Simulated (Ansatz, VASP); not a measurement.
## Al in VASP and in Ansatz

```
CELL_PARAMETERS angstrom
0.00000 1.95960 1.95960
1.95960 0.00000 1.95960
1.95960 1.95960 0.00000
ATOMIC_POSITIONS crystal
Al 0.00000 0.00000 0.00000
```

Alike in both runs: task single point; functional PBEsol; k mesh 18 × 18 × 18; occupations gaussian, width 0.1 eV; no spin polarisation.

|  | VASP | Ansatz |
| --- | --- | --- |
| version | VASP 6.6.1 | Ansatz 0.2.0 |
| potentials or method | VASP PAW PBE potentials, release 64 (Al), cutoff 520 eV | scalar-relativistic, plane waves, PAW |
| valence electrons in the cell | 3 | 3 |

|  | VASP | Ansatz | Ansatz less VASP |
| --- | --- | --- | --- |
| gap on the k mesh at the Fermi level (eV) | none | none | - |
| pressure (GPa) | 7.0 | 6.9 | -0.10 |

VASP's potentials were made for PBE, not for PBEsol. A gap of «none» marks a metal or a gap that the smearing closes.
